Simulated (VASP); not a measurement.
Ir, 4 atoms in the cell. The cell holds a slab with vacuum, 4 atoms: a = 2.695 Å, b = 3.811 Å, c = 18.042 Å, α = 90.00°, β = 90.00°, γ = 90.00°. 

- Program: VASP 6.6.1
- Task: single point
- Functional: LDA
- Potentials or basis: VASP PAW LDA potentials, release 64 (Ir)
- Cutoff: 400 eV
- k mesh: 11 × 8 × 1
- Occupations: gaussian, width 0.1 eV
- Spin: no spin polarisation
- Dipole correction: yes
- Further INCAR settings: ALGO = Normal; EDIFF = 1e-06; NBANDS = 26; NELMDL = -8

Potentials or basis: VASP PAW LDA potentials, release 64 (Ir).

The run is started by

```console
$ cat potpaw_LDA.64/Ir/POTCAR > POTCAR
$ mpirun -np 1 vasp_std > vasp.out
```

Hardware: 1 thread of Intel(R) Xeon(R) Platinum 8375C CPU @ 2.90GHz (Ice Lake), with other jobs on the host.

Q: How long does it take, and how much memory?

A: Run time: 2.4 min on 1 thread of Intel(R) Xeon(R) Platinum 8375C CPU @ 2.90GHz (Ice Lake), on a shared host, peak memory 0.23 GiB. Counts: scf iterations 32, k points 30.
